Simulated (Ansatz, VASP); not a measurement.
ZnS: VASP beside Ansatz

The input INCAR:

```
SYSTEM = ZnS
ALGO     = Normal         ! electronic algorithm
EDIFF    = 1E-6           ! SCF threshold, eV
ENCUT    = 500            ! plane-wave cutoff, eV
GGA      = PE             ! functional
GGA_COMPAT= .FALSE.      
ISIF     = 2              ! what is computed and relaxed
ISMEAR   = 0              ! smearing method
ISYM     = 0            
LASPH    = .TRUE.         ! aspherical terms in the spheres
LCHARG   = .FALSE.        ! write CHGCAR
LREAL    = .FALSE.        ! projectors in reciprocal space
LWAVE    = .FALSE.        ! write WAVECAR
NBANDS   = 16             ! bands
NELM     = 120            ! most SCF steps
PREC     = Accurate       ! precision mode
SIGMA    = 0.01           ! smearing width, eV
```

KPOINTS

```
k-points
0
G
  6 6 6
  0 0 0
```

POSCAR

```
ZnS
1.0
    0.0000000000      2.6940955541      2.6940955541
    2.6940955541      0.0000000000      2.6940955541
    2.6940955541      2.6940955541      0.0000000000
Zn S
1 1
Direct
    0.2500000000      0.2500000000      0.2500000000
    0.0000000000      0.0000000000      0.0000000000
```

Input for Ansatz:

```yaml
crystal:
  lattice:
    - [0.0, 2.6940955541, 2.6940955541]
    - [2.6940955541, 0.0, 2.6940955541]
    - [2.6940955541, 2.6940955541, 0.0]
  atoms:
    - { symbol: Zn, position: [0.25, 0.25, 0.25] }
    - { symbol: S, position: [0.0, 0.0, 0.0] }
  symmetry: { detect: false }
kpoints:
  mp_grid: { grid: [6, 6, 6] }
hamiltonian:
  xc: pbe
scf:
  occupations: { method: fixed }
  n_extra_bands: 4
output:
  forces: true
  stress: true
  eigenvalues: true
```

Alike in both runs: task single point; functional PBE; k mesh 6 × 6 × 6; no spin polarisation.

|  | VASP | Ansatz |
| --- | --- | --- |
| version | VASP 6.6.1 | Ansatz 0.2.0 |
| potentials or method | VASP PAW PBE potentials, release 64 (Zn, S) | plane waves |
| plane-wave cutoff (eV) | 500 | 420 |
| occupations | gaussian, width 0.01 eV | fixed |
| valence electrons in the cell | 18 | 18 |

|  | VASP | Ansatz | Ansatz less VASP |
| --- | --- | --- | --- |
| gap on the k mesh at the Fermi level (eV) | 2.15 | 2.15 | -0.005 |
| pressure (GPa) | 2.5 | 2.3 | -0.16 |
